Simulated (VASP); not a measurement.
A run of VASP 6.6.1:

File INCAR:

```
SYSTEM = Ir
ALGO = Normal ; EDIFF = 1E-6
ENCUT = 520 ; GGA = PE
ISIF = 2 ; ISMEAR = -1
ISPIN = 2 ; LASPH = .TRUE.
LCHARG = .FALSE. ; LMAXMIX = 4
LORBIT = 11 ; LREAL = .FALSE.
LWAVE = .FALSE. ; MAGMOM = 1 1
NBANDS = 20 ; NELM = 150
PREC = Accurate ; SIGMA = 0.05
```

The input KPOINTS:

```
k-points
0
G
  22 22 12
  0 0 0
```

The input POSCAR:

```
Ir
1.0
    2.7463290058      0.0000000000      0.0000000000
   -1.3731645029      2.3783906862      0.0000000000
    0.0000000000      0.0000000000      4.4615113112
Ir
2
Direct
    0.3333333333      0.6666666667      0.2500000000
    0.6666666667      0.3333333333      0.7500000000
```

Potentials or basis: VASP PAW PBE potentials, release 64 (Ir).

Run with:

```console
$ cat potpaw_PBE.64/Ir/POTCAR > POTCAR
$ mpirun -np 1 vasp_std > vasp.out
```

Hardware: 1 thread of Intel(R) Xeon(R) Platinum 8488C (Sapphire Rapids), on a shared host.

Task: How long does it take, and how much memory?

Result: Wall time 5.4 min on 1 thread of Intel(R) Xeon(R) Platinum 8488C (Sapphire Rapids) (shared host), peak memory 0.38 GiB. Counts: scf iterations 14, k points 364.
